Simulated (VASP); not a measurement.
# SiO2 (P4_12_12) in VASP: further runs

The runs below take SiO2 through electric field gradients, with PBE, r2SCAN.

All numbers are computed with VASP 6.6.1; they aren't measurements. Logs are shortened: lines on timing, memory, paths and dates and some standing lists are left out, and cuts for length are marked.

## (1) The cell of the first run

It takes space group P4_12_12 (No. 92, tetragonal). Conventional cell: a = 4.950 Å, b = 4.950 Å, c = 6.926 Å, α = 90.00°, β = 90.00°, γ = 90.00°. Si (site symmetry 2) has 4 O at 1.60 to 1.61 Å within 2.1 Å. O (site symmetry 1) has 2 Si at 1.60 to 1.61 Å within 2.1 Å.

## (2) Electric field gradients, PBE

File INCAR:

```
  ALGO = Normal
  EDIFF = 1E-8
  ENCUT = 520
  GGA = PE
  ISIF = 2
  ISMEAR = -1
  LASPH = T
  LCHARG = F
  LEFG = T
  LREAL = F
  LWAVE = F
  NBANDS = 44
  NELM = 60
  PREC = Accurate
  SIGMA = 0.02
```

File KPOINTS:

```
k-points
0
Gamma
  5 5 4
```

File POSCAR:

```
SiO2
1.0
    4.9501000000      0.0000000000      0.0000000000
    0.0000000000      4.9501000000      0.0000000000
    0.0000000000      0.0000000000      6.9259000000
Si O
4 8
Direct
    0.3027000000      0.3027000000      0.0000000000
    0.1973000000      0.8027000000      0.2500000000
    0.6973000000      0.6973000000      0.5000000000
    0.8027000000      0.1973000000      0.7500000000
    0.2388000000      0.1086000000      0.1817000000
    0.3914000000      0.7388000000      0.4317000000
    0.7612000000      0.8914000000      0.6817000000
    0.6086000000      0.2612000000      0.9317000000
    0.7388000000      0.3914000000      0.5683000000
    0.8914000000      0.7612000000      0.3183000000
    0.2612000000      0.6086000000      0.0683000000
    0.1086000000      0.2388000000      0.8183000000
```

Potentials or basis: VASP PAW PBE potentials, release 64 (Si, O).

On the command line:

```
cat potpaw_PBE.64/Si/POTCAR potpaw_PBE.64/O/POTCAR > POTCAR
mpirun -np 1 vasp_std > vasp.out
```

OUTCAR:

```text
EDIFF = 1E-8
   ENCUT = 520
   GGA = PE
   ISIF = 2
   ISMEAR = -1
   LASPH = T
   LREAL = F
   NELM = 60
   PREC = Accurate

 ion  position               nearest neighbor table
   1  0.303  0.303  0.000-   8 1.60  11 1.60   5 1.61  12 1.61   2 3.07   4 3.07   2 3.07   4 3.07

   2  0.197  0.803  0.250-   5 1.60  10 1.60   6 1.61  11 1.61   1 3.07   3 3.07   1 3.07   3 3.07

   3  0.697  0.697  0.500-   6 1.60   9 1.60   7 1.61  10 1.61   2 3.07   4 3.07   4 3.07   2 3.07

   4  0.803  0.197  0.750-   7 1.60  12 1.60   9 1.61   8 1.61   1 3.07   3 3.07   3 3.07   1 3.07

   5  0.239  0.109  0.182-   2 1.60   1 1.61
   6  0.391  0.739  0.432-   3 1.60   2 1.61
   7  0.761  0.891  0.682-   4 1.60   3 1.61
   8  0.609  0.261  0.932-   1 1.60   4 1.61
   9  0.739  0.391  0.568-   3 1.60   4 1.61
  10  0.891  0.761  0.318-   2 1.60   3 1.61
  11  0.261  0.609  0.068-   1 1.60   2 1.61
  12  0.109  0.239  0.818-   4 1.60   1 1.61

  LATTYP: Found a simple tetragonal cell.
 ALAT       =     4.9501000000
 C/A-ratio  =     1.3991434516

  Lattice vectors:

 A1 = (   4.9501000000,   0.0000000000,   0.0000000000)
 A2 = (   0.0000000000,   4.9501000000,   0.0000000000)
 A3 = (   0.0000000000,   0.0000000000,   6.9259000000)

Analysis of symmetry for initial positions (statically):
=====================================================================
 Subroutine PRICEL returns:
 Original cell was already a primitive cell.

 Routine SETGRP: Setting up the symmetry group for a
 simple tetragonal supercell.

 Subroutine GETGRP returns: Found  8 space group operations
 (whereof  2 operations were pure point group operations)
 out of a pool of 16 trial point group operations.

The static configuration has the point symmetry C_2 .
 The point group associated with its full space group is D_4 .

Analysis of symmetry for dynamics (positions and initial velocities):
=====================================================================
 Subroutine PRICEL returns:
 Original cell was already a primitive cell.

 Routine SETGRP: Setting up the symmetry group for a
 simple tetragonal supercell.

[... 1031 lines left out ...]
  energy-cutoff  :      520.00
  volume of cell :      169.71
      direct lattice vectors                 reciprocal lattice vectors
     4.950100000  0.000000000  0.000000000     0.202016121  0.000000000  0.000000000
     0.000000000  4.950100000  0.000000000     0.000000000  0.202016121  0.000000000
     0.000000000  0.000000000  6.925900000     0.000000000  0.000000000  0.144385567

 POSITION                                       TOTAL-FORCE (eV/Angst)
 -----------------------------------------------------------------------------------
      1.49840      1.49840      0.00000        -0.283491     -0.283491      0.000000
      0.97665      3.97345      1.73148         0.283491     -0.283491      0.000000
      3.45170      3.45170      3.46295         0.283491      0.283491      0.000000
      3.97345      0.97665      5.19443        -0.283491      0.283491      0.000000
      1.18208      0.53758      1.25844         0.003674      0.531684      0.065309
      1.93747      3.65713      2.98991        -0.531684      0.003674      0.065309
      3.76802      4.41252      4.72139        -0.003674     -0.531684      0.065309
      3.01263      1.29297      6.45286         0.531684     -0.003674      0.065309
      3.65713      1.93747      3.93599         0.003674     -0.531684     -0.065309
      4.41252      3.76802      2.20451        -0.531684     -0.003674     -0.065309
      1.29297      3.01263      0.47304        -0.003674      0.531684     -0.065309
      0.53758      1.18208      5.66746         0.531684      0.003674     -0.065309
 -----------------------------------------------------------------------------------
    total drift:                                0.000000     -0.000000      0.000000

  FREE ENERGIE OF THE ION-ELECTRON SYSTEM (eV)
  ---------------------------------------------------
  free  energy   TOTEN  =       -94.7665430201 eV

  energy  without entropy=      -94.7665430201  energy(sigma->0) =      -94.76654302

 Electric field gradients (V/A^2)
---------------------------------------------------------------------
 ion       V_xx      V_yy      V_zz      V_xy      V_xz      V_yz
---------------------------------------------------------------------
   1      -1.268    -1.268     2.535     2.280     4.695    -4.695
   2      -1.268    -1.268     2.535    -2.280     4.695     4.695
   3      -1.268    -1.268     2.535     2.280    -4.695     4.695
   4      -1.268    -1.268     2.535    -2.280    -4.695    -4.695
   5     -46.587    41.780     4.807    18.328   -13.331   -56.213
   6      41.780   -46.587     4.807   -18.328    56.213   -13.331
   7     -46.587    41.780     4.807    18.328    13.331    56.213
   8      41.780   -46.587     4.807   -18.328   -56.213    13.331
   9     -46.587    41.780     4.807   -18.328    13.331   -56.213
  10      41.780   -46.587     4.807    18.328   -56.213   -13.331
  11     -46.587    41.780     4.807   -18.328   -13.331    56.213
  12      41.780   -46.587     4.807    18.328    56.213    13.331
---------------------------------------------------------------------

 Electric field gradients after diagonalization (V/A^2)
 (convention: |V_zz| > |V_xx| > |V_yy|)
----------------------------------------------------------------------
 ion       V_xx      V_yy      V_zz     asymmetry (V_yy - V_xx)/ V_zz
----------------------------------------------------------------------
   1       6.797     1.012    -7.809       0.741
   2       6.797     1.012    -7.809       0.741
   3       6.797     1.012    -7.809       0.741
   4       6.797     1.012    -7.809       0.741
   5     -50.451   -35.881    86.333       0.169
   6     -50.451   -35.881    86.333       0.169
   7     -50.451   -35.881    86.333       0.169
   8     -50.451   -35.881    86.333       0.169
   9     -50.451   -35.881    86.333       0.169
  10     -50.451   -35.881    86.333       0.169
  11     -50.451   -35.881    86.333       0.169
  12     -50.451   -35.881    86.333       0.169
----------------------------------------------------------------------

           NMR quadrupolar parameters

 Cq : quadrupolar parameter    Cq=e*Q*V_zz/h
 eta: asymmetry parameters     (V_yy - V_xx)/ V_zz
 Q  : nuclear electric quadrupole moment in mb (millibarn)
----------------------------------------------------------------------
 ion       Cq(MHz)       eta       Q (mb)
----------------------------------------------------------------------
   1      -0.019       0.741       1.000
   2      -0.019       0.741       1.000
   3      -0.019       0.741       1.000
   4      -0.019       0.741       1.000
   5       0.209       0.169       1.000
   6       0.209       0.169       1.000
   7       0.209       0.169       1.000
   8       0.209       0.169       1.000
   9       0.209       0.169       1.000
  10       0.209       0.169       1.000
  11       0.209       0.169       1.000
  12       0.209       0.169       1.000
----------------------------------------------------------------------
```

OSZICAR:

```text
N       E                     dE             d eps       ncg     rms          rms(c)
DAV:   1     0.405829649698E+03    0.40583E+03   -0.33049E+04  1584   0.133E+03
DAV:   2    -0.770039326017E+02   -0.48283E+03   -0.46621E+03  2020   0.313E+02
DAV:   3    -0.107461485144E+03   -0.30458E+02   -0.30309E+02  1896   0.836E+01
DAV:   4    -0.107856955816E+03   -0.39547E+00   -0.39472E+00  1992   0.105E+01
DAV:   5    -0.107863919938E+03   -0.69641E-02   -0.69594E-02  1936   0.136E+00    0.299E+01
DAV:   6    -0.947653159389E+02    0.13099E+02   -0.49548E+01  1832   0.326E+01    0.142E+01
DAV:   7    -0.947628629028E+02    0.24530E-02   -0.14422E+00  1892   0.505E+00    0.515E+00
DAV:   8    -0.947517453280E+02    0.11118E-01   -0.76460E-02  1900   0.169E+00    0.200E+00
DAV:   9    -0.947640475119E+02   -0.12302E-01   -0.41622E-02  1816   0.120E+00    0.361E-01
DAV:  10    -0.947665505799E+02   -0.25031E-02   -0.42984E-03  1736   0.315E-01    0.111E-01
DAV:  11    -0.947665249567E+02    0.25623E-04   -0.99572E-04  1988   0.165E-01    0.151E-02
DAV:  12    -0.947665381283E+02   -0.13172E-04   -0.28527E-05  1868   0.273E-02    0.148E-02
DAV:  13    -0.947665423238E+02   -0.41955E-05   -0.68449E-06  1760   0.134E-02    0.503E-03
DAV:  14    -0.947665430239E+02   -0.70007E-06   -0.80992E-07  1940   0.473E-03    0.123E-03
DAV:  15    -0.947665430370E+02   -0.13091E-07   -0.36231E-08  1528   0.108E-03    0.534E-04
DAV:  16    -0.947665430223E+02    0.14654E-07   -0.33606E-09  1392   0.306E-04    0.192E-04
DAV:  17    -0.947665430201E+02    0.21955E-08   -0.15487E-09  1052   0.198E-04
   1 F= -.94766543E+02 E0= -.94766543E+02  d E =-.619040E-12
```

Wall time 3.5 min (1 thread of Intel Xeon 8259CL, shared host); peak memory 0.31 GiB.

Results:

```yaml
Free_energy: -94.7665 eV
Pressure: 6.8 GPa
Largest_force: 0.536 eV/Å
Band_gap_on_the_k_mesh: 5.79 eV
Largest_electric_field_gradient_by_atom: Si -7.8; O +86.3 V/Å²
```

Forces in eV/Å, atoms in the order of the input:
```
Si  -0.283 -0.283  0.000
Si   0.283 -0.283  0.000
Si   0.283  0.283  0.000
Si  -0.283  0.283  0.000
O    0.004  0.532  0.065
O   -0.532  0.004  0.065
O   -0.004 -0.532  0.065
O    0.532 -0.004  0.065
O    0.004 -0.532 -0.065
O   -0.532 -0.004 -0.065
O   -0.004  0.532 -0.065
O    0.532  0.004 -0.065
```

Stress tensor (GPa, compression positive):
```
7.57 0.00 0.00
0.00 7.57 0.00
0.00 0.00 5.32
```

Levels at points of the mesh, in eV from the valence-band top:
| k point | band 28 | band 29 | band 30 | band 31 | band 32 | band 33 | band 34 | band 35 | band 36 | band 37 |
| --- | --- | --- | --- | --- | --- | --- | --- | --- | --- | --- |
| (0.00, 0.00, 0.00) | -1.26 | -0.69 | -0.31 | -0.31 | 0.00 | 5.79 | 8.89 | 8.89 | 9.35 | 9.35 |
| (0.00, 0.00, 0.50) | -0.84 | -0.56 | -0.56 | -0.38 | -0.38 | 7.05 | 7.05 | 9.48 | 9.48 | 9.76 |

Electric field gradients, principal values (V/Å²):
```tsv
atom	least	middle	greatest (by size)
1 Si	1.012	6.797	-7.809
2 Si	1.012	6.797	-7.809
3 Si	1.012	6.797	-7.809
4 Si	1.012	6.797	-7.809
5 O	-35.881	-50.451	86.333
6 O	-35.881	-50.451	86.333
7 O	-35.881	-50.451	86.333
8 O	-35.881	-50.451	86.333
9 O	-35.881	-50.451	86.333
10 O	-35.881	-50.451	86.333
11 O	-35.881	-50.451	86.333
12 O	-35.881	-50.451	86.333
```

Caveat: the cell stands under pressure; without QUAD_EFG the Cq values of the log hold for a quadrupole moment of 1 mb, not for the nuclei; an odd mesh through Γ misses points on the zone boundary, where band edges can lie.

(Continued in part 2 of 2.)
